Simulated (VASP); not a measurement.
# TiCo (Pm-3m) in VASP: single point with PBE

Aim: the single point of TiCo with PBE.

Program: VASP 6.6.1. These are calculated values, not measurements. Logs are shortened: lines on timing, memory, paths and dates and some standing lists are left out, and cuts for length are marked.

**1. The cell of the first run**

Symmetry: Pm-3m, No. 221, cubic system. The conventional cell has a = 2.972 Å, b = 2.972 Å, c = 2.972 Å, α = 90.00°, β = 90.00°, γ = 90.00°. Within 3.4 Å of Co (site symmetry m-3m) lie 8 Ti at 2.57 Å and 6 Co at 2.97 Å. Ti (site symmetry m-3m) has 8 Co at 2.57 Å and 6 Ti at 2.97 Å within 3.4 Å.

**2. Single point, PBE**

INCAR

```
SYSTEM = TiCo
PREC     = Accurate       ! precision mode
ENCUT    = 600            ! plane-wave cutoff, eV
EDIFF    = 1E-6           ! SCF threshold, eV
ISMEAR   = 0              ! smearing method
SIGMA    = 0.1            ! smearing width, eV
LREAL    = .False.        ! projectors in reciprocal space
LASPH    = .True.         ! aspherical terms in the spheres
NELM     = 120            ! most SCF steps
ALGO     = Normal         ! electronic algorithm
ISIF     = 2              ! what is computed and relaxed
LWAVE    = .False.        ! write WAVECAR
LCHARG   = .False.        ! write CHGCAR
GGA      = PE             ! functional
NBANDS   = 18             ! bands
GGA_COMPAT= .False.
```

KPOINTS

```
Automatic mesh
0
Gamma
  14 14 14
  0 0 0
```

POSCAR

```
TiCo
1.0
    2.9716371458      0.0000000000      0.0000000000
    0.0000000000      2.9716371458      0.0000000000
    0.0000000000      0.0000000000      2.9716371458
Co Ti
1 1
Direct
    0.0000000000      0.0000000000      0.0000000000
    0.5000000000      0.5000000000      0.5000000000
```

Potentials or basis: VASP PAW PBE potentials, release 64 (Co, Ti_sv).

Command:

```sh
cat potpaw_PBE.64/Co/POTCAR potpaw_PBE.64/Ti_sv/POTCAR > POTCAR
mpirun -np 1 vasp_std > vasp.out
```

OUTCAR:

```text
SYSTEM = TiCo
   PREC = Accurate
   ENCUT = 600
   EDIFF = 1E-6
   ISMEAR = 0
   LREAL = .False.
   LASPH = .True.
   NELM = 120
   ISIF = 2
   GGA = PE

 ion  position               nearest neighbor table
   1  0.000  0.000  0.000-   2 2.57   2 2.57   2 2.57   2 2.57   2 2.57   2 2.57   2 2.57   2 2.57

   2  0.500  0.500  0.500-   1 2.57   1 2.57   1 2.57   1 2.57   1 2.57   1 2.57   1 2.57   1 2.57

  LATTYP: Found a simple cubic cell.
 ALAT       =     2.9716371458

  Lattice vectors:

 A1 = (   2.9716371458,   0.0000000000,   0.0000000000)
 A2 = (   0.0000000000,   2.9716371458,   0.0000000000)
 A3 = (   0.0000000000,   0.0000000000,   2.9716371458)

Analysis of symmetry for initial positions (statically):
=====================================================================
 Subroutine PRICEL returns:
 Original cell was already a primitive cell.

 Routine SETGRP: Setting up the symmetry group for a
 simple cubic supercell.

 Subroutine GETGRP returns: Found 48 space group operations
 (whereof 48 operations were pure point group operations)
 out of a pool of 48 trial point group operations.

The static configuration has the point symmetry O_h .

Analysis of symmetry for dynamics (positions and initial velocities):
=====================================================================
 Subroutine PRICEL returns:
 Original cell was already a primitive cell.

 Routine SETGRP: Setting up the symmetry group for a
 simple cubic supercell.

 Subroutine GETGRP returns: Found 48 space group operations
 (whereof 48 operations were pure point group operations)
 out of a pool of 48 trial point group operations.

The dynamic configuration has the point symmetry O_h .

 Subroutine INISYM returns: Found 48 space group operations
 (whereof 48 operations are pure point group operations),
 and found     1 'primitive' translations

----------------------------------------------------------------------------------------

                                     Primitive cell

  volume of cell :      26.2414

  direct lattice vectors                    reciprocal lattice vectors
     2.971637146  0.000000000  0.000000000     0.336514840  0.000000000  0.000000000
     0.000000000  2.971637146  0.000000000     0.000000000  0.336514840  0.000000000
     0.000000000  0.000000000  2.971637146     0.000000000  0.000000000  0.336514840

  length of vectors
     2.971637146  2.971637146  2.971637146     0.336514840  0.336514840  0.336514840

  position of ions in fractional coordinates (direct lattice)
     0.000000000  0.000000000  0.000000000
     0.500000000  0.500000000  0.500000000

  ion indices of the primitive-cell ions
   primitive index   ion index
                 1           1
                 2           2

----------------------------------------------------------------------------------------

 KPOINTS: Automatic mesh

Automatic generation of k-mesh.
 Grid dimensions read from file:
 generate k-points for:   14   14   14

 Generating k-lattice:

  Cartesian coordinates                     Fractional coordinates (reciprocal lattice)
     0.024036774  0.000000000  0.000000000     0.071428571  0.000000000  0.000000000
     0.000000000  0.024036774  0.000000000     0.000000000  0.071428571  0.000000000
     0.000000000  0.000000000  0.024036774     0.000000000  0.000000000  0.071428571

  Length of vectors
     0.024036774  0.024036774  0.024036774

  Shift w.r.t. Gamma in fractional coordinates (k-lattice)
     0.000000000  0.000000000  0.000000000

 Subroutine IBZKPT returns following result:
 ===========================================

 Found    120 irreducible k-points:

 Following reciprocal coordinates:
            Coordinates               Weight
  0.000000  0.000000  0.000000      1.000000
  0.071429  0.000000  0.000000      6.000000
  0.142857  0.000000  0.000000      6.000000
  0.214286  0.000000  0.000000      6.000000
  0.285714  0.000000  0.000000      6.000000
  0.357143  0.000000  0.000000      6.000000
[... 16 lines left out ...]
  0.285714  0.214286  0.000000     24.000000
  0.357143  0.214286  0.000000     24.000000
 [... further k-points ...]
   k-points           NKPTS =    120   k-points in BZ     NKDIM =    120   number of bands    NBANDS=     18
   number of dos      NEDOS =    301   number of ions     NIONS =      2
   total plane-waves  NPLWV =  13824
   dimension x,y,z NGX =    24 NGY =   24 NGZ =   24
   dimension x,y,z NGXF=    48 NGYF=   48 NGZF=   48
   ions per type =               1   1
   NGX,Y,Z   is equivalent  to a cutoff of  13.43, 13.43, 13.43 a.u.
   NGXF,Y,Z  is equivalent  to a cutoff of  26.85, 26.85, 26.85 a.u.
 SYSTEM =  TiCo
   PREC   = accura    normal or accurate (medium, high low for compatibility)
   ISTART =      0    job   : 0-new  1-cont  2-samecut
   ICHARG =      2    charge: 1-file 2-atom 10-const
   ISPIN  =      1    spin polarized calculation?
   LNONCOLLINEAR =      F non collinear calculations
   LSORBIT =      F    spin-orbit coupling
   LASPH  =      T    aspherical Exc in radial PAW
   ENCUT  =  600.0 eV  44.10 Ry    6.64 a.u.   5.94  5.94  5.94*2*pi/ulx,y,z
   NELM   =    120;   NELMIN=  2; NELMDL= -5     # of ELM steps
   EDIFF  = 0.1E-05   stopping-criterion for ELM
   LREAL  =      F    real-space projection
   EDIFFG = 0.1E-04   stopping-criterion for IOM
   NSW    =      0    number of steps for IOM
   IBRION =     -1    ionic relax: 0-MD 1-quasi-New 2-CG
   NFREE  =      0    steps in history (QN), initial steepest desc. (CG)
   ISIF   =      2    stress and relaxation
   ISYM   =      2    0-nonsym 1-usesym 2-fastsym
   POTIM  = 0.5000    time-step for ionic-motion
   TEBEG  =    0.0;   TEEND  =   0.0 temperature during run
   PSTRESS=    0.0 pullay stress
   NELECT =      21.0000    total number of electrons
   NUPDOWN=      -1.0000    fix difference up-down
   EMIN   =  10.00;   EMAX   =-10.00  energy-range for DOS
   EFERMI =   0.00;   METHOD = LEGACY
   ISMEAR =     0;   SIGMA  =   0.10  broadening in eV -4-tet -1-fermi 0-gaus
   EFERMI_NEDOS =   21; number of points for ismear=-14 and -15
   IALGO  =     38    algorithm
   IMIX   =      4    mixing-type and parameters
     AMIX     =   0.40;   BMIX     =  1.00
     AMIX_MAG =   1.60;   BMIX_MAG =  1.00
  volume/ion in A,a.u.               =      13.12        88.54
  Fermi-wavevector in a.u.,A,eV,Ry     =   1.519913  2.872220 31.431315  2.310136
  Thomas-Fermi vector in A             =   2.628835
   LORBIT       =      0    0 simple, 1 ext, 2 COOP (PROOUT), +10 PAW based schemes
   GGA     = PE    functional components
   LHFCALC =     F    Hartree Fock is set to
   AEXX    =    0.0000 exact exchange contribution
   IVDW    =     0    specifies the selected vdW correction
   LEPSILON=     F    determine dielectric tensor
   LRPA    =     F    only Hartree local field effects (RPA)
 non-spin polarized calculation
 Gauss-broadening in eV      SIGMA  =   0.10
  energy-cutoff  :      600.00
  volume of cell :       26.24
 maximum number of plane-waves:       912
 NGX is ok and might be reduce to    24
   NGX = 11   NGY = 11   NGZ = 11

 number of electron      20.9999986 magnetization

 Free energy of the ion-electron system (eV)
  ---------------------------------------------------
  ext. energy  EPLUGINS =         0.00000000
  ---------------------------------------------------
  free energy    TOTEN  =       -15.64346287 eV

  energy without entropy =      -15.62747481  energy(sigma->0) =      -15.63546884

 E-fermi :  10.0979     XC(G=0): -12.6497

 val. band max:       10.0866732509   @ k =   0.4286   0.2857   0.2143
 cond. band min:      10.1036410058   @ k =   0.4286   0.2857   0.1429
 fundamental gap:      0.0169677549
 Fermi energy:        10.0979126999

 k-point     1 :       0.0000    0.0000    0.0000
  band No.  band energies     occupation
      1     -47.0880      2.00000
      2     -23.1752      2.00000
      3     -23.1752      2.00000
      4     -23.1752      2.00000
      5       2.3764      2.00000
      6       6.2845      2.00000
[... 10 lines left out ...]
     17      19.1784      0.00000
     18      19.1784      0.00000

 k-point     2 :       0.0714    0.0000    0.0000
  band No.  band energies     occupation
      1     -47.0863      2.00000
      2     -23.1911      2.00000
      3     -23.1741      2.00000
      4     -23.1741      2.00000
      5       2.4792      2.00000
      6       6.3308      2.00000
[... 10 lines left out ...]
     17      19.4225      0.00000
     18      19.4225      0.00000

 k-point     3 :       0.1429    0.0000    0.0000
  band No.  band energies     occupation
      1     -47.0817      2.00000
      2     -23.2354      2.00000
      3     -23.1709      2.00000
      4     -23.1709      2.00000
      5       2.7819      2.00000
      6       6.4620      2.00000
[... 10 lines left out ...]
     17      20.0905      0.00000
     18      20.0905      0.00000

 k-point     4 :       0.2143    0.0000    0.0000
  band No.  band energies     occupation
      1     -47.0749      2.00000
      2     -23.2989      2.00000
      3     -23.1663      2.00000
      4     -23.1663      2.00000
      5       3.2677      2.00000
      6       6.6362      2.00000
[... 375 lines left out ...]
      4     -23.1564      2.00000
      5       4.0504      2.00000
      6       6.8304      2.00000
[... 10 lines left out ...]
     17      18.6627      0.00000
     18      22.3628      0.00000

 k-point    23 :       0.2857    0.2143    0.0000
  band No.  band energies     occupation
      1     -47.0551      2.00000
      2     -23.3540      2.00000
      3     -23.2778      2.00000
      4     -23.1507      2.00000
      5       4.5868      2.00000
      6       6.8802      2.00000
[... 10 lines left out ...]
     17      19.0568      0.00000
     18      23.2638      0.00000

 k-point    24 :       0.3571    0.2143    0.0000
  band No.  band energies     occupation
      1     -47.0486      2.00000
      2     -23.4140      2.00000
      3     -23.2713      2.00000
      4     -23.1456      2.00000
      5       5.1772      2.00000
      6       6.8431      2.00000
[... 10 lines left out ...]
     17      19.8072      0.00000
     18      23.8815      0.00000

 [... further k-points ...]
[... 5 lines left out ...]
  --------------------------------------------------------------------------------------
  -------------------------------------------------------------------------------------
  Total       -0.0804380     -0.0804380     -0.0804380      0.0000000      0.0000000     -0.0000000
  in kB       -4.9111668     -4.9111668     -4.9111668      0.0000000      0.0000000     -0.0000000
  external PRESSURE =      -4.9111668 kB  Pullay stress =       0.0000000 kB

 VOLUME and BASIS-vectors are now :
 -----------------------------------------------------------------------------
  energy-cutoff  :      600.00
  volume of cell :       26.24
      direct lattice vectors                 reciprocal lattice vectors
     2.971637146  0.000000000  0.000000000     0.336514840  0.000000000  0.000000000
     0.000000000  2.971637146  0.000000000     0.000000000  0.336514840  0.000000000
     0.000000000  0.000000000  2.971637146     0.000000000  0.000000000  0.336514840

 POSITION                                       TOTAL-FORCE (eV/Angst)
 -----------------------------------------------------------------------------------
      0.00000      0.00000      0.00000         0.000000      0.000000      0.000000
      1.48582      1.48582      1.48582         0.000000      0.000000      0.000000
 -----------------------------------------------------------------------------------
    total drift:                                0.000000      0.000000     -0.000000

  FREE ENERGIE OF THE ION-ELECTRON SYSTEM (eV)
  ---------------------------------------------------
  free  energy   TOTEN  =       -15.6434628682 eV

  energy  without entropy=      -15.6274748069  energy(sigma->0) =      -15.63546884
```

Run time: 84 s. Hardware: 1 thread of Intel Xeon 8259CL, shared host; peak memory 0.2 GiB.

What came out:

- Free energy: -15.6435 eV
- Pressure: -0.5 GPa
- Band gap on the k mesh: zero (an odd number of electrons rules out a gap without spin polarisation)

Caveat: the run has no spin polarisation, though such a crystal can be magnetic.
